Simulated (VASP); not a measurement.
# MnI2 (P-3m1) in VASP: single point with LDA+U

Aim: the single point of MnI2 with LDA+U.

All numbers are computed with VASP 6.6.1; they aren't measurements. Logs are shortened: lines on timing, memory, paths and dates and some standing lists are left out, and cuts for length are marked.

### Step 1. The cell of the first run

Symmetry: P-3m1, No. 164, trigonal system. Conventional cell: a = 4.160 Å, b = 4.160 Å, c = 6.820 Å, α = 90.00°, β = 90.00°, γ = 120.00°. Within 3.9 Å of Mn (site symmetry -3m) lie 6 I at 2.95 Å. I (site symmetry 3m) has 3 Mn at 2.95 Å within 3.9 Å.

### Step 2. Single point, LDA+U

INCAR reads:

```
SYSTEM = MnI2
PREC     = Accurate       ! precision mode
ENCUT    = 520            ! plane-wave cutoff, eV
EDIFF    = 1E-6           ! SCF threshold, eV
ISMEAR   = 0              ! smearing method
SIGMA    = 0.05           ! smearing width, eV
LREAL    = .FALSE.        ! projectors in reciprocal space
LASPH    = .TRUE.         ! aspherical terms in the spheres
NELM     = 150            ! most SCF steps
ALGO     = Normal         ! electronic algorithm
ISIF     = 2              ! what is computed and relaxed
LWAVE    = .FALSE.        ! write WAVECAR
LCHARG   = .FALSE.        ! write CHGCAR
LMAXMIX  = 4              ! l up to which the mixer works
LDAU     = .TRUE.         ! DFT+U
LDAUTYPE = 2            
LDAUL    = 2 -1           ! shell
LDAUU    = 4 0            ! U, eV
LDAUJ    = 0 0          
LDAUPRINT= 1            
NBANDS   = 36             ! bands
```

KPOINTS reads:

```
regular mesh
0
G
  5 5 2
  0 0 0
```

POSCAR reads:

```
MnI2
1.0
    4.1600013200      0.0000000000      0.0000000000
   -2.0800006600      3.6026668200      0.0000000000
    0.0000000000      0.0000000000     13.6399982000
Mn I
2 4
Direct
    0.0000000000      0.0000000000      0.0000000000
    0.0000000000      0.0000000000      0.5000000000
    0.3333333333      0.6666666667      0.1250000000
    0.6666666667      0.3333333333      0.3750000000
    0.3333333333      0.6666666667      0.6250000000
    0.6666666667      0.3333333333      0.8750000000
```

Potentials or basis: VASP PAW LDA potentials, release 64 (Mn_pv, I).

Run with:

```
cat potpaw_LDA.64/Mn_pv/POTCAR potpaw_LDA.64/I/POTCAR > POTCAR
mpirun -np 1 vasp_std > vasp.out
```

OUTCAR:

```text
SYSTEM = MnI2
   PREC = Accurate
   ENCUT = 520
   EDIFF = 1E-6
   ISMEAR = 0
   LREAL = .FALSE.
   LASPH = .TRUE.
   NELM = 150
   ISIF = 2

 ion  position               nearest neighbor table
   1  0.000  0.000  0.000-   3 2.95   6 2.95   6 2.95   3 2.95   6 2.95   3 2.95
   2  0.000  0.000  0.500-   5 2.95   4 2.95   5 2.95   4 2.95   4 2.95   5 2.95
   3  0.333  0.667  0.125-   1 2.95   1 2.95   1 2.95
   4  0.667  0.333  0.375-   2 2.95   2 2.95   2 2.95
   5  0.333  0.667  0.625-   2 2.95   2 2.95   2 2.95
   6  0.667  0.333  0.875-   1 2.95   1 2.95   1 2.95

  LATTYP: Found a hexagonal cell.
 ALAT       =     4.1600013200
 C/A-ratio  =     3.2788446808

  Lattice vectors:

 A1 = (   4.1600013200,   0.0000000000,   0.0000000000)
 A2 = (  -2.0800006600,   3.6026668200,   0.0000000000)
 A3 = (   0.0000000000,   0.0000000000,  13.6399982000)

Analysis of symmetry for initial positions (statically):
=====================================================================
 Subroutine PRICEL returns following result:

  LATTYP: Found a hexagonal cell.
 ALAT       =     4.1600013200
 C/A-ratio  =     1.6394223404

  Lattice vectors:

 A1 = (   4.1600013200,   0.0000000000,   0.0000000000)
 A2 = (  -2.0800006600,   3.6026668200,   0.0000000000)
 A3 = (   0.0000000000,   0.0000000000,   6.8199991000)

   2 primitive cells build up your supercell.

 Routine SETGRP: Setting up the symmetry group for a
 hexagonal supercell.

 Subroutine GETGRP returns: Found 12 space group operations
 (whereof 12 operations were pure point group operations)
 out of a pool of 24 trial point group operations.

The static configuration has the point symmetry D_3d.

Analysis of symmetry for dynamics (positions and initial velocities):
=====================================================================
 Subroutine PRICEL returns following result:

  LATTYP: Found a hexagonal cell.
 ALAT       =     4.1600013200
 C/A-ratio  =     1.6394223404

  Lattice vectors:

 A1 = (   4.1600013200,   0.0000000000,   0.0000000000)
 A2 = (  -2.0800006600,   3.6026668200,   0.0000000000)
 A3 = (   0.0000000000,   0.0000000000,   6.8199991000)

   2 primitive cells build up your supercell.

 Routine SETGRP: Setting up the symmetry group for a
 hexagonal supercell.

 Subroutine GETGRP returns: Found 12 space group operations
 (whereof 12 operations were pure point group operations)
 out of a pool of 24 trial point group operations.

The dynamic configuration has the point symmetry D_3d.

 Subroutine INISYM returns: Found 12 space group operations
 (whereof 12 operations are pure point group operations),
 and found     2 'primitive' translations

----------------------------------------------------------------------------------------

                                     Primitive cell

  volume of cell :     102.2120

  direct lattice vectors                    reciprocal lattice vectors
     4.160001320  0.000000000  0.000000000     0.240384539  0.138786078  0.000000000
    -2.080000660  3.602666820  0.000000000     0.000000000  0.277572157  0.000000000
     0.000000000  0.000000000  6.819999100     0.000000000  0.000000000  0.146627585

  length of vectors
     4.160001320  4.160001317  6.819999100     0.277572157  0.277572157  0.146627585

  position of ions in fractional coordinates (direct lattice)
     0.000000000  0.000000000  0.000000000
     0.333333333  0.666666667  0.250000000
     0.666666667  0.333333333  0.750000000

  ion indices of the primitive-cell ions
   primitive index   ion index
                 1           1
                 2           3
                 3           6

----------------------------------------------------------------------------------------

[... 64 lines left out ...]
   PSTRESS=    0.0 pullay stress
   NELECT =      54.0000    total number of electrons
   NUPDOWN=      -1.0000    fix difference up-down
   EMIN   =  10.00;   EMAX   =-10.00  energy-range for DOS
   EFERMI =   0.00;   METHOD = LEGACY
   ISMEAR =     0;   SIGMA  =   0.05  broadening in eV -4-tet -1-fermi 0-gaus
   EFERMI_NEDOS =   21; number of points for ismear=-14 and -15
   IALGO  =     38    algorithm
   IMIX   =      4    mixing-type and parameters
     AMIX     =   0.40;   BMIX     =  1.00
     AMIX_MAG =   1.60;   BMIX_MAG =  1.00
  volume/ion in A,a.u.               =      34.07       229.92
  Fermi-wavevector in a.u.,A,eV,Ry     =   1.050418  1.985002 15.012367  1.103378
  Thomas-Fermi vector in A             =   2.185420
   LORBIT       =      0    0 simple, 1 ext, 2 COOP (PROOUT), +10 PAW based schemes
 LDA+U is selected, type is set to LDAUTYPE =  2
   angular momentum for each species LDAUL =     2   -1
   U (eV)           for each species LDAUU =   4.0  0.0
   J (eV)           for each species LDAUJ =   0.0  0.0
   GGA     = CA    functional components
   LHFCALC =     F    Hartree Fock is set to
   AEXX    =    0.0000 exact exchange contribution
   IVDW    =     0    specifies the selected vdW correction
   LEPSILON=     F    determine dielectric tensor
   LRPA    =     F    only Hartree local field effects (RPA)
 non-spin polarized calculation
 Gauss-broadening in eV      SIGMA  =   0.05
  energy-cutoff  :      520.00
  volume of cell :      204.42
 maximum number of plane-waves:      5577
 NGX is ok and might be reduce to    32
   NGX = 15   NGY = 15   NGZ = 51

atom =   1  type =  1  l = 2

 onsite density matrix

spin component  1

  0.5430 -0.0000 -0.0000  0.3850  0.0000
 -0.0000  0.4826 -0.0000  0.0000  0.3850
 -0.0000 -0.0000  0.4831 -0.0000 -0.0000
  0.3850  0.0000 -0.0000  0.4826 -0.0000
  0.0000  0.3850 -0.0000 -0.0000  0.5430

spin component  2

  0.5430 -0.0000 -0.0000  0.3850  0.0000
 -0.0000  0.4826 -0.0000  0.0000  0.3850
 -0.0000 -0.0000  0.4831 -0.0000 -0.0000
  0.3850  0.0000 -0.0000  0.4826 -0.0000
  0.0000  0.3850 -0.0000 -0.0000  0.5430

 occupancies and eigenvectors

  o =  0.1267  v =  0.0000  0.7343 -0.0000 -0.0000 -0.6789  0.0000  0.0000  0.0000  0.0000  0.0000      0.0000  0.0000  0.0000  0.0000  0.0000  0.0000  0.0000  0.0000  0.0000  0.0000
  o =  0.1267  v =  0.0000  0.0000  0.0000  0.0000  0.0000  0.0000  0.7343 -0.0000 -0.0000 -0.6789      0.0000  0.0000  0.0000  0.0000  0.0000  0.0000  0.0000  0.0000  0.0000  0.0000
  o =  0.1267  v =  0.6789 -0.0000  0.0000 -0.7343  0.0000  0.0000  0.0000  0.0000  0.0000  0.0000      0.0000  0.0000  0.0000  0.0000  0.0000  0.0000  0.0000  0.0000  0.0000  0.0000
  o =  0.1267  v =  0.0000  0.0000  0.0000  0.0000  0.0000  0.6789 -0.0000  0.0000 -0.7343  0.0000      0.0000  0.0000  0.0000  0.0000  0.0000  0.0000  0.0000  0.0000  0.0000  0.0000
  o =  0.4831  v =  0.0000  0.0000  1.0000  0.0000  0.0000  0.0000  0.0000  0.0000  0.0000  0.0000      0.0000  0.0000  0.0000  0.0000  0.0000  0.0000  0.0000  0.0000  0.0000  0.0000
  o =  0.4831  v =  0.0000  0.0000  0.0000  0.0000  0.0000  0.0000  0.0000  1.0000  0.0000  0.0000      0.0000  0.0000  0.0000  0.0000  0.0000  0.0000  0.0000  0.0000  0.0000  0.0000
  o =  0.8990  v =  0.0000  0.0000  0.0000  0.0000  0.0000  0.0000 -0.6789  0.0000  0.0000 -0.7343      0.0000  0.0000  0.0000  0.0000  0.0000  0.0000  0.0000  0.0000  0.0000  0.0000
  o =  0.8990  v =  0.0000 -0.6789  0.0000  0.0000 -0.7343  0.0000  0.0000  0.0000  0.0000  0.0000      0.0000  0.0000  0.0000  0.0000  0.0000  0.0000  0.0000  0.0000  0.0000  0.0000
  o =  0.8990  v =  0.7343  0.0000 -0.0000  0.6789  0.0000  0.0000  0.0000  0.0000  0.0000  0.0000      0.0000  0.0000  0.0000  0.0000  0.0000  0.0000  0.0000  0.0000  0.0000  0.0000
  o =  0.8990  v =  0.0000  0.0000  0.0000  0.0000  0.0000  0.7343  0.0000 -0.0000  0.6789  0.0000      0.0000  0.0000  0.0000  0.0000  0.0000  0.0000  0.0000  0.0000  0.0000  0.0000

atom =   2  type =  1  l = 2

 onsite density matrix

spin component  1

  0.5430  0.0000  0.0000  0.3850 -0.0000
  0.0000  0.4826 -0.0000 -0.0000  0.3850
  0.0000 -0.0000  0.4831  0.0000 -0.0000
  0.3850 -0.0000  0.0000  0.4826  0.0000
 -0.0000  0.3850 -0.0000  0.0000  0.5430

spin component  2

  0.5430  0.0000  0.0000  0.3850 -0.0000
  0.0000  0.4826 -0.0000 -0.0000  0.3850
  0.0000 -0.0000  0.4831  0.0000 -0.0000
  0.3850 -0.0000  0.0000  0.4826  0.0000
 -0.0000  0.3850 -0.0000  0.0000  0.5430

 occupancies and eigenvectors

  o =  0.1267  v =  0.0000 -0.7343  0.0000 -0.0000  0.6789  0.0000  0.0000  0.0000  0.0000  0.0000      0.0000  0.0000  0.0000  0.0000  0.0000  0.0000  0.0000  0.0000  0.0000  0.0000
  o =  0.1267  v =  0.0000  0.0000  0.0000  0.0000  0.0000  0.0000 -0.7343  0.0000 -0.0000  0.6789      0.0000  0.0000  0.0000  0.0000  0.0000  0.0000  0.0000  0.0000  0.0000  0.0000
  o =  0.1267  v =  0.6789  0.0000 -0.0000 -0.7343 -0.0000  0.0000  0.0000  0.0000  0.0000  0.0000      0.0000  0.0000  0.0000  0.0000  0.0000  0.0000  0.0000  0.0000  0.0000  0.0000
  o =  0.1267  v =  0.0000  0.0000  0.0000  0.0000  0.0000  0.6789  0.0000 -0.0000 -0.7343 -0.0000      0.0000  0.0000  0.0000  0.0000  0.0000  0.0000  0.0000  0.0000  0.0000  0.0000
  o =  0.4831  v = -0.0000  0.0000  1.0000  0.0000  0.0000  0.0000  0.0000  0.0000  0.0000  0.0000      0.0000  0.0000  0.0000  0.0000  0.0000  0.0000  0.0000  0.0000  0.0000  0.0000
  o =  0.4831  v =  0.0000  0.0000  0.0000  0.0000  0.0000 -0.0000  0.0000  1.0000  0.0000  0.0000      0.0000  0.0000  0.0000  0.0000  0.0000  0.0000  0.0000  0.0000  0.0000  0.0000
  o =  0.8990  v =  0.0000  0.0000  0.0000  0.0000  0.0000  0.0000  0.6789 -0.0000  0.0000  0.7343      0.0000  0.0000  0.0000  0.0000  0.0000  0.0000  0.0000  0.0000  0.0000  0.0000
  o =  0.8990  v =  0.0000  0.6789 -0.0000  0.0000  0.7343  0.0000  0.0000  0.0000  0.0000  0.0000      0.0000  0.0000  0.0000  0.0000  0.0000  0.0000  0.0000  0.0000  0.0000  0.0000
  o =  0.8990  v =  0.7343 -0.0000  0.0000  0.6789 -0.0000  0.0000  0.0000  0.0000  0.0000  0.0000      0.0000  0.0000  0.0000  0.0000  0.0000  0.0000  0.0000  0.0000  0.0000  0.0000
  o =  0.8990  v =  0.0000  0.0000  0.0000  0.0000  0.0000  0.7343 -0.0000  0.0000  0.6789 -0.0000      0.0000  0.0000  0.0000  0.0000  0.0000  0.0000  0.0000  0.0000  0.0000  0.0000

 number of electron      54.0000011 magnetization

 Free energy of the ion-electron system (eV)
  ---------------------------------------------------
  ext. energy  EPLUGINS =         0.00000000
  ---------------------------------------------------
  free energy    TOTEN  =       -17.78510394 eV

  energy without entropy =      -17.75903252  energy(sigma->0) =      -17.77206823

 E-fermi :   3.2629     XC(G=0):  -8.9597

 val. band max:        3.2624860108   @ k =   0.4000   0.0000   0.5000
 cond. band min:       3.2729773058   @ k =   0.4000   0.0000   0.5000
 fundamental gap:      0.0104912950
 Fermi energy:         3.2628910565

 k-point     1 :       0.0000    0.0000    0.0000
  band No.  band energies     occupation
      1     -44.0088      2.00000
      2     -44.0088      2.00000
      3     -43.6752      2.00000
      4     -43.6752      2.00000
      5     -43.6752      2.00000
      6     -43.6752      2.00000
[... 379 lines left out ...]
     35       8.8414      0.00000
     36       8.8414      0.00000

------------------------ aborting loop because EDIFF is reached ----------------------------------------

  FORCE on cell =-STRESS in cart. coord.  units (eV):
  Direction    XX          YY          ZZ          XY          YZ          ZX
  --------------------------------------------------------------------------------------
  -------------------------------------------------------------------------------------
  Total      -10.3186447    -10.3186447    -12.0579181     -0.0000000      0.0000000     -0.0000000
  in kB      -80.8725917    -80.8725916    -94.5041825     -0.0000000      0.0000000     -0.0000000
  external PRESSURE =     -85.4164553 kB  Pullay stress =       0.0000000 kB

 VOLUME and BASIS-vectors are now :
 -----------------------------------------------------------------------------
  energy-cutoff  :      520.00
  volume of cell :      204.42
      direct lattice vectors                 reciprocal lattice vectors
     4.160001320  0.000000000  0.000000000     0.240384539  0.138786078  0.000000000
    -2.080000660  3.602666820  0.000000000     0.000000000  0.277572157  0.000000000
     0.000000000  0.000000000 13.639998200     0.000000000  0.000000000  0.073313793

 POSITION                                       TOTAL-FORCE (eV/Angst)
 -----------------------------------------------------------------------------------
      0.00000      0.00000      0.00000         0.000000      0.000000      0.000000
      0.00000      0.00000      6.82000         0.000000      0.000000      0.000000
     -0.00000      2.40178      1.70500         0.000000     -0.000000     -1.585839
      2.08000      1.20089      5.11500        -0.000000      0.000000      1.585839
     -0.00000      2.40178      8.52500        -0.000000     -0.000000     -1.585839
      2.08000      1.20089     11.93500        -0.000000      0.000000      1.585839
 -----------------------------------------------------------------------------------
    total drift:                               -0.000000     -0.000000      0.000000

  FREE ENERGIE OF THE ION-ELECTRON SYSTEM (eV)
  ---------------------------------------------------
  free  energy   TOTEN  =       -17.7851039445 eV

  energy  without entropy=      -17.7590325151  energy(sigma->0) =      -17.77206823
```

Wall time 37 s (1 thread of Intel Xeon 6975P-C (Granite Rapids), shared host); peak memory 0.28 GiB.

What came out:

```
Free energy            : -17.7851 eV
Pressure               : -8.5 GPa
Largest force          : 1.586 eV/Å
Band gap on the k mesh : zero (bands 27 and 28 overlap by 0.16 eV)
```

Forces in eV/Å, atoms in the order of the input:
```
Mn   0.000  0.000  0.000
Mn   0.000  0.000  0.000
I    0.000  0.000 -1.586
I    0.000  0.000  1.586
I    0.000  0.000 -1.586
I    0.000  0.000  1.586
```

Eigenvalues of the final occupation matrices:
| site | spin | trace | eigenvalues |
| --- | --- | --- | --- |
| site 1 d | 1 | 2.53 | 0.13 0.13 0.48 0.90 0.90 |
| site 1 d | 2 | 2.53 | 0.13 0.13 0.48 0.90 0.90 |
| site 2 d | 1 | 2.53 | 0.13 0.13 0.48 0.90 0.90 |
| site 2 d | 2 | 2.53 | 0.13 0.13 0.48 0.90 0.90 |

Caveat: the cell stands under tension; spin-orbit coupling is left out, which moves the levels of the heavy elements; the run has no spin polarisation, though such a crystal can be magnetic; U without spin polarisation on a metal has little footing; forces of over 1 eV/Å act on the atoms, so gaps and moduli don't describe the material at rest. Spin polarisation is off, so any magnetic state and its effect on volume and gap are missing.
